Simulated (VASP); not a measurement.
# TiH (R-3m) in VASP: single point with PBEsol

Aim: the single point of TiH with PBEsol.

Everything below comes from runs of VASP 6.6.1. Logs are shortened: lines on timing, memory, paths and dates and some standing lists are left out, and cuts for length are marked.

## Step 1: The cell of the first run

The structure is trigonal, space group R-3m (No. 166). The conventional cell has a = 3.217 Å, b = 3.217 Å, c = 7.012 Å, α = 90.00°, β = 90.00°, γ = 120.00°. Ti (site symmetry -3m) has 6 H at 2.19 Å and 6 Ti at 2.99 Å within 3.0 Å. Within 3.0 Å of H (site symmetry -3m) lie 6 Ti at 2.19 Å and 6 H at 2.99 Å.

## Step 2: Single point, PBEsol (strained)

The input, INCAR:

```
PREC = Accurate ; ENCUT = 520
EDIFF = 1E-6 ; ISMEAR = 0
SIGMA = 0.1 ; LREAL = F
LASPH = T ; NELM = 100
ALGO = Normal ; ISIF = 2
LWAVE = F ; LCHARG = F
GGA = PS ; NBANDS = 14
ISYM = 0
```

The input, KPOINTS:

```
Automatic mesh
0
Gamma
  15 16 15
```

The input, POSCAR:

```
TiH
1.0
    0.0000000000      2.2748443937      2.2748443937
    2.1076686161      0.1671757776      2.1076686161
    2.2748443937      2.2748443937      0.0000000000
Ti H
1 1
Direct
    0.0000000000      0.0000000000      0.0000000000
    0.5000000000      0.5000000000      0.5000000000
```

Potentials or basis: VASP PAW PBE potentials, release 64 (Ti_sv, H).

Run with:

```
> cat potpaw_PBE.64/Ti_sv/POTCAR potpaw_PBE.64/H/POTCAR > POTCAR
> mpirun -np 1 vasp_std > vasp.out
```

OUTCAR:

```text
PREC = Accurate
   ENCUT = 520
   EDIFF = 1E-6
   ISMEAR = 0
   LREAL = F
   LASPH = T
   NELM = 100
   ISIF = 2
   GGA = PS
   ISYM = 0

 ion  position               nearest neighbor table
   1  0.000  0.000  0.000-
   2  0.500  0.500  0.500-

IMPORTANT INFORMATION: All symmetrisations will be switched off!
NOSYMM: (Re-)initialisation of all symmetry stuff for point group C_1.

----------------------------------------------------------------------------------------

                                     Primitive cell

  volume of cell :      20.9489

  direct lattice vectors                    reciprocal lattice vectors
     0.000000000  2.274844394  2.274844394    -0.228872076  0.228872076  0.210718431
     2.107668616  0.167175778  2.107668616     0.247025720 -0.247025720  0.247025720
     2.274844394  2.274844394  0.000000000     0.210718431  0.228872076 -0.228872076

  length of vectors
     3.217115794  2.985377988  3.217115794     0.386221583  0.427861099  0.386221583

  position of ions in fractional coordinates (direct lattice)
     0.000000000  0.000000000  0.000000000
     0.500000000  0.500000000  0.500000000

  ion indices of the primitive-cell ions
   primitive index   ion index
                 1           1
                 2           2

----------------------------------------------------------------------------------------

 KPOINTS: Automatic mesh

Automatic generation of k-mesh.
 Grid dimensions read from file:
 generate k-points for:   15   16   15

 Generating k-lattice:

  Cartesian coordinates                     Fractional coordinates (reciprocal lattice)
    -0.015258138  0.015258138  0.014047895     0.066666667  0.000000000  0.000000000
     0.015439108 -0.015439108  0.015439108     0.000000000  0.062500000  0.000000000
     0.014047895  0.015258138 -0.015258138     0.000000000  0.000000000  0.066666667

  Length of vectors
     0.025748106  0.026741319  0.025748106

  Shift w.r.t. Gamma in fractional coordinates (k-lattice)
     0.000000000  0.000000000  0.000000000

 -----------------------------------------------------------------------------
|                                                                             |
|           W    W    AA    RRRRR   N    N  II  N    N   GGGG   !!!           |
|           W    W   A  A   R    R  NN   N  II  NN   N  G    G  !!!           |
|           W    W  A    A  R    R  N N  N  II  N N  N  G       !!!           |
|           W WW W  AAAAAA  RRRRR   N  N N  II  N  N N  G  GGG   !            |
|           WW  WW  A    A  R   R   N   NN  II  N   NN  G    G                |
|           W    W  A    A  R    R  N    N  II  N    N   GGGG   !!!           |
|                                                                             |
|     Your reciprocal lattice and k-lattice belong to different lattice       |
|     classes:                                                                |
|                                                                             |
|        The reciprocal lattice is rhombohedral (trigonal),                   |
|        whereas your k-lattice is base-centered monoclinic.                  |
|                                                                             |
|     Results are often still useful ...                                      |
|                                                                             |
 -----------------------------------------------------------------------------

 WARNING: IBZKPT: internal override: KBLOWUP is changed to .FALSE.
      ... skipping the blow-up phase ...

 Subroutine IBZKPT returns following result:
 ===========================================

 Found   1801 irreducible k-points:

 Following reciprocal coordinates:
            Coordinates               Weight
  0.000000  0.000000  0.000000      1.000000
  0.066667  0.000000  0.000000      2.000000
  0.133333  0.000000  0.000000      2.000000
  0.200000  0.000000  0.000000      2.000000
  0.266667  0.000000  0.000000      2.000000
  0.333333  0.000000  0.000000      2.000000
[... 16 lines left out ...]
 -0.066667  0.062500  0.000000      2.000000
  0.000000  0.125000  0.000000      2.000000
 [... further k-points ...]
   k-points           NKPTS =   1801   k-points in BZ     NKDIM =   1801   number of bands    NBANDS=     14
   number of dos      NEDOS =    301   number of ions     NIONS =      2
   total plane-waves  NPLWV =  13824
   dimension x,y,z NGX =    24 NGY =   24 NGZ =   24
   dimension x,y,z NGXF=    48 NGYF=   48 NGZF=   48
   ions per type =               1   1
   NGX,Y,Z   is equivalent  to a cutoff of  12.40, 13.36, 12.40 a.u.
   NGXF,Y,Z  is equivalent  to a cutoff of  24.80, 26.73, 24.80 a.u.
 SYSTEM =  unknown system
   PREC   = accura    normal or accurate (medium, high low for compatibility)
   ISTART =      0    job   : 0-new  1-cont  2-samecut
   ICHARG =      2    charge: 1-file 2-atom 10-const
   ISPIN  =      1    spin polarized calculation?
   LNONCOLLINEAR =      F non collinear calculations
   LSORBIT =      F    spin-orbit coupling
   LASPH  =      T    aspherical Exc in radial PAW
   ENCUT  =  520.0 eV  38.22 Ry    6.18 a.u.   5.98  5.55  5.98*2*pi/ulx,y,z
   NELM   =    100;   NELMIN=  2; NELMDL= -5     # of ELM steps
   EDIFF  = 0.1E-05   stopping-criterion for ELM
   LREAL  =      F    real-space projection
   EDIFFG = 0.1E-04   stopping-criterion for IOM
   NSW    =      0    number of steps for IOM
   IBRION =     -1    ionic relax: 0-MD 1-quasi-New 2-CG
   NFREE  =      0    steps in history (QN), initial steepest desc. (CG)
   ISIF   =      2    stress and relaxation
   ISYM   =      0    0-nonsym 1-usesym 2-fastsym
   POTIM  = 0.5000    time-step for ionic-motion
   TEBEG  =    0.0;   TEEND  =   0.0 temperature during run
   PSTRESS=    0.0 pullay stress
   NELECT =      13.0000    total number of electrons
   NUPDOWN=      -1.0000    fix difference up-down
   EMIN   =  10.00;   EMAX   =-10.00  energy-range for DOS
   EFERMI =   0.00;   METHOD = LEGACY
   ISMEAR =     0;   SIGMA  =   0.10  broadening in eV -4-tet -1-fermi 0-gaus
   EFERMI_NEDOS =   21; number of points for ismear=-14 and -15
   IALGO  =     38    algorithm
   IMIX   =      4    mixing-type and parameters
     AMIX     =   0.40;   BMIX     =  1.00
     AMIX_MAG =   1.60;   BMIX_MAG =  1.00
  volume/ion in A,a.u.               =      10.47        70.69
  Fermi-wavevector in a.u.,A,eV,Ry     =   1.396375  2.638767 26.529516  1.949864
  Thomas-Fermi vector in A             =   2.519736
   LORBIT       =      0    0 simple, 1 ext, 2 COOP (PROOUT), +10 PAW based schemes
   GGA     = PS    functional components
   LHFCALC =     F    Hartree Fock is set to
   AEXX    =    0.0000 exact exchange contribution
   IVDW    =     0    specifies the selected vdW correction
   LEPSILON=     F    determine dielectric tensor
   LRPA    =     F    only Hartree local field effects (RPA)
 non-spin polarized calculation
 Gauss-broadening in eV      SIGMA  =   0.10
  energy-cutoff  :      520.00
  volume of cell :       20.95
 maximum number of plane-waves:       579
   NGX = 11   NGY = 11   NGZ = 11

 number of electron      13.0000003 magnetization

 Free energy of the ion-electron system (eV)
  ---------------------------------------------------
  ext. energy  EPLUGINS =         0.00000000
  ---------------------------------------------------
  free energy    TOTEN  =       -12.14197247 eV

  energy without entropy =      -12.12769566  energy(sigma->0) =      -12.13483406

 E-fermi :   7.2330     XC(G=0): -11.3959

 val. band max:        7.2328893414   @ k =   0.3333  -0.2500   0.4000
 cond. band min:       7.2335572022   @ k =  -0.1333   0.0625   0.4667
 fundamental gap:      0.0006678608
 Fermi energy:         7.2329638938

 k-point     1 :       0.0000    0.0000    0.0000
  band No.  band energies     occupation
      1     -49.4232      2.00000
      2     -25.6043      2.00000
      3     -25.6034      2.00000
      4     -25.4615      2.00000
      5      -1.5677      2.00000
      6       7.4895      0.00029
      7       7.4898      0.00028
      8       8.5613      0.00000
      9       9.2211      0.00000
     10       9.2213      0.00000
     11      16.7148      0.00000
     12      20.6158      0.00000
     13      21.4946      0.00000
     14      21.4946      0.00000

 k-point     2 :       0.0667    0.0000    0.0000
  band No.  band energies     occupation
      1     -49.4208      2.00000
      2     -25.6178      2.00000
      3     -25.6044      2.00000
      4     -25.4672      2.00000
      5      -1.4631      2.00000
      6       7.4523      0.00193
      7       7.5126      0.00008
      8       8.5694      0.00000
      9       9.1857      0.00000
     10       9.1970      0.00000
     11      16.2638      0.00000
     12      20.6316      0.00000
     13      21.6296      0.00000
     14      21.8092      0.00000

 k-point     3 :       0.1333    0.0000    0.0000
  band No.  band energies     occupation
      1     -49.4140      2.00000
      2     -25.6592      2.00000
      3     -25.6068      2.00000
      4     -25.4804      2.00000
      5      -1.1556      2.00000
      6       7.3014      0.33288
      7       7.5602      0.00000
      8       8.6063      0.00000
      9       9.1121      0.00000
     10       9.1567      0.00000
     11      15.3011      0.00000
     12      20.4744      0.00000
     13      21.9965      0.00000
     14      22.4256      0.00000
[... 324 lines left out ...]
 k-point    23 :      -0.0667    0.0625    0.0000
  band No.  band energies     occupation
      1     -49.4150      2.00000
      2     -25.6303      2.00000
      3     -25.6057      2.00000
      4     -25.4966      2.00000
      5      -1.2749      2.00000
      6       7.5398      0.00001
      7       7.6071      0.00000
      8       8.4670      0.00000
      9       8.9913      0.00000
     10       9.1667      0.00000
     11      15.7574      0.00000
     12      21.0103      0.00000
     13      21.4299      0.00000
     14      22.1012      0.00000

 k-point    24 :       0.0000    0.1250    0.0000
  band No.  band energies     occupation
      1     -49.4098      2.00000
      2     -25.6176      2.00000
      3     -25.6166      2.00000
      4     -25.5358      2.00000
      5      -1.1268      2.00000
      6       7.7399      0.00000
      7       7.7401      0.00000
      8       8.2326      0.00000
      9       8.9731      0.00000
     10       8.9734      0.00000
     11      15.4180      0.00000
     12      21.4455      0.00000
     13      21.7450      0.00000
     14      21.7451      0.00000

 [... further k-points ...]
[... 5 lines left out ...]
  --------------------------------------------------------------------------------------
  -------------------------------------------------------------------------------------
  Total       -2.2741920     -2.2666729     -2.2741823     -0.7230639     -0.7230600      0.7209942
  in kB     -173.9308030   -173.3557340   -173.9300575    -55.3001151    -55.2998175     55.1418242
  external PRESSURE =    -173.7388648 kB  Pullay stress =       0.0000000 kB

 VOLUME and BASIS-vectors are now :
 -----------------------------------------------------------------------------
  energy-cutoff  :      520.00
  volume of cell :       20.95
      direct lattice vectors                 reciprocal lattice vectors
     0.000000000  2.274844394  2.274844394    -0.228872076  0.228872076  0.210718431
     2.107668616  0.167175778  2.107668616     0.247025720 -0.247025720  0.247025720
     2.274844394  2.274844394  0.000000000     0.210718431  0.228872076 -0.228872076

 POSITION                                       TOTAL-FORCE (eV/Angst)
 -----------------------------------------------------------------------------------
      0.00000      0.00000      0.00000         0.000000     -0.000000      0.000000
      2.19126      2.35843      2.19126        -0.000000      0.000000     -0.000000
 -----------------------------------------------------------------------------------
    total drift:                                0.000000     -0.000000      0.000000

  FREE ENERGIE OF THE ION-ELECTRON SYSTEM (eV)
  ---------------------------------------------------
  free  energy   TOTEN  =       -12.1419724692 eV

  energy  without entropy=      -12.1276956599  energy(sigma->0) =      -12.13483406
```

Wall time 6.1 min (1 thread of Intel Xeon Platinum 8259CL at 2.50GHz (Skylake/Cascade Lake), shared host); peak memory 0.59 GiB.

Results:

```yaml
Free_energy: -12.1420 eV
Pressure: -17.4 GPa
Band_gap_on_the_k_mesh: zero (an odd number of electrons rules out a gap without spin polarisation)
```

Caveat: the cell differs from its parent crystal (strained); the cell stands under tension; the PAW data sets were made with another functional, which shifts forces and pressure a little.
